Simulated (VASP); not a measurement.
A run of VASP 6.6.1:

POSCAR

```
AlCu3
1.0
    3.5674726886      0.0000000000      0.0000000000
    0.0000000000      3.5674726886      0.0000000000
    0.0000000000      0.0000000000      3.5674726886
Al Cu
1 3
Direct
    0.0000000000      0.0000000000      0.0000000000
    0.5000000000      0.5000000000      0.0000000000
    0.5000000000      0.0000000000      0.5000000000
    0.0000000000      0.5000000000      0.5000000000
```

Contents of INCAR.step1:

```
SYSTEM = AlCu3
PREC = Accurate
ENCUT = 520
ISMEAR = 0
SIGMA = 0.1
LREAL = .FALSE.
LASPH = .TRUE.
NELM = 60
NBANDS = 26
GGA = PE
ALGO = Normal
EDIFF = 1E-4
LWAVE = .TRUE.
LCHARG = .FALSE.
```

File INCAR.step2:

```
SYSTEM = AlCu3
PREC = Accurate
ENCUT = 520
EDIFF = 1E-6
ISMEAR = 0
SIGMA = 0.1
LREAL = .FALSE.
LASPH = .TRUE.
NELM = 60
ALGO = Normal
ISIF = 2
LWAVE = .FALSE.
LCHARG = .FALSE.
METAGGA = R2SCAN
LMIXTAU = .TRUE.
NBANDS = 26
ISTART = 1
```

The input KPOINTS:

```
Automatic mesh
0
G
  12 12 12
  0 0 0
```

Potentials or basis: VASP PAW PBE potentials, release 64 (Al, Cu).

Command:

```bash
$ cat potpaw_PBE.64/Al/POTCAR potpaw_PBE.64/Cu/POTCAR > POTCAR
$ cp INCAR.step1 INCAR
$ mpirun -np 1 vasp_std > vasp.out
$ cp INCAR.step2 INCAR
$ mpirun -np 1 vasp_std > vasp.out
```

Hardware: 1 thread of Intel(R) Xeon(R) Platinum 8559C (Emerald Rapids) (shared host).

Problem. Estimate the wall time of this run.

Solution. It took 2.8 min on 1 thread of Intel(R) Xeon(R) Platinum 8559C (Emerald Rapids), with other jobs on the host, peak memory 0.22 GiB. Counts: k points 84.
